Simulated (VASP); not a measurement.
Wanted: the native input for a VASP 6.6.1 run.

```
Task                   : single point
Functional             : r2SCAN
Potentials or basis    : VASP PAW PBE potentials, release 64 (Si, O)
Cutoff                 : 520 eV
k mesh                 : 6 × 6 × 4
Occupations            : fermi-dirac, width 0.02 eV
Spin                   : no spin polarisation
Dipole correction      : no
Further INCAR settings : ALGO = Normal; EDIFF = 1e-06; NBANDS = 44
```

Crystal: SiO2.

```
Si O
1.0
     4.88140    0.00000    0.00000
     0.00000    4.88140    0.00000
     0.00000    0.00000    6.78112
Si O
4 8
Cartesian
  3.9628 3.9628 3.3906
  3.3593 1.5221 1.6953
  0.9186 0.9186 0.0000
  1.5221 3.3593 5.0858
  1.2967 1.8160 5.4939
  0.6247 3.7374 3.7986
  3.5847 3.0654 2.1033
  4.2567 1.1440 0.4080
  3.7374 0.6247 2.9825
  3.0654 3.5847 4.6778
  1.1440 4.2567 6.3731
  1.8160 1.2967 1.2872
```

One way to write it, as run:

POSCAR

```
SiO2
1.0
    4.8813962900      0.0000000000      0.0000000000
    0.0000000000      4.8813962900      0.0000000000
    0.0000000000      0.0000000000      6.7811199700
Si O
4 8
Direct
    0.8118226849      0.8118226849      0.5000000000
    0.6881773151      0.3118226849      0.2500000000
    0.1881773151      0.1881773151      0.0000000000
    0.3118226849      0.6881773151      0.7500000000
    0.2656418776      0.3720251540      0.8101741374
    0.1279748460      0.7656418776      0.5601741374
    0.7343581224      0.6279748460      0.3101741374
    0.8720251540      0.2343581224      0.0601741374
    0.7656418776      0.1279748460      0.4398258626
    0.6279748460      0.7343581224      0.6898258626
    0.2343581224      0.8720251540      0.9398258626
    0.3720251540      0.2656418776      0.1898258626
```

INCAR.step1

```
PREC = Accurate
ENCUT = 520
ISMEAR = -1
SIGMA = 0.02
LREAL = False
LASPH = True
NELM = 100
NBANDS = 44
GGA = PE
ALGO = Normal
EDIFF = 1E-4
LWAVE = True
LCHARG = False
```

INCAR.step2

```
PREC = Accurate
ENCUT = 520
EDIFF = 1E-6
ISMEAR = -1
SIGMA = 0.02
LREAL = False
LASPH = True
NELM = 100
ALGO = Normal
ISIF = 2
LWAVE = False
LCHARG = False
METAGGA = R2SCAN
LMIXTAU = True
NBANDS = 44
ISTART = 1
```

KPOINTS

```
Automatic mesh
0
Gamma
  6 6 4
```

Potentials or basis: VASP PAW PBE potentials, release 64 (Si, O).

Command:

```console
$ cat potpaw_PBE.64/Si/POTCAR potpaw_PBE.64/O/POTCAR > POTCAR
$ cp INCAR.step1 INCAR
$ mpirun -np 1 vasp_std > vasp.out
$ cp INCAR.step2 INCAR
$ mpirun -np 1 vasp_std > vasp.out
```

Results of the run:

```
Pressure               : 1.3 GPa
Largest force          : 0.032 eV/Å
Band gap on the k mesh : 6.48 eV
```

Caveat: the PAW data sets were made with another functional, which shifts forces and pressure a little.

Run time: 4 min on 1 thread of Intel(R) Xeon(R) 6975P-C (Granite Rapids) (shared host), peak memory 0.34 GiB.
